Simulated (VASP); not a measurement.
Runs of VASP 6.6.1 on TiTe2. The structure is that of space group P-3m1 (No. 164), or close to it. The cells are those of the table. 

```tsv
cell	gap on the mesh (eV)	pressure (GPa)	largest force (eV/Å)
a = 3.777, b = 3.777, c = 6.173 Å, angles 90.0, 90.0, 120.0°, 3 atoms	none	(b)	0.66
a = 3.588, b = 3.588, c = 6.498 Å, angles 90.0, 90.0, 120.0°, 3 atoms	none	(c)	0.81
a = 3.683, b = 3.683, c = 6.498 Å, angles 90.0, 90.0, 120.0°, 3 atoms	none	4.5	0.40
a = 3.588, b = 3.588, c = 6.336 Å, angles 90.0, 90.0, 120.0°, 3 atoms	none	11.6	1.21
a = 3.588, b = 3.588, c = 6.660 Å, angles 90.0, 90.0, 120.0°, 3 atoms	none	(a)	0.43
a = 3.683, b = 3.683, c = 6.173 Å, angles 90.0, 90.0, 120.0°, 3 atoms	none	9.2	1.11
a = 3.588, b = 3.588, c = 6.173 Å, angles 90.0, 90.0, 120.0°, 3 atoms	none	14.6	1.62
a = 3.588, b = 3.588, c = 6.823 Å, angles 90.0, 90.0, 120.0°, 3 atoms	none	4.4	0.07
```

Alike in all rows: task single point; level PBE; potentials or basis VASP PAW PBE potentials, release 64 (Ti_sv, Te); no spin polarisation; k mesh 12 × 12 × 8; cutoff (eV) 520; smearing gaussian 0.15 eV.

Q: Fill in the values left out.

A: (a) 6.5; (b) 4.9; (c) 8.9.

Caveats: the cell stands under pressure; spin-orbit coupling is left out, which moves the levels of the heavy elements; this functional lacks dispersion, which binds the layers, so the pressure and a relaxed spacing across them are unreliable; forces of over 1 eV/Å act on the atoms, so gaps and moduli don't describe the material at rest (at least some runs).

A k mesh can miss the band edges, and the runs leave out spin-orbit coupling on Te.

A gap of «none» marks levels without a gap at the run's occupations.
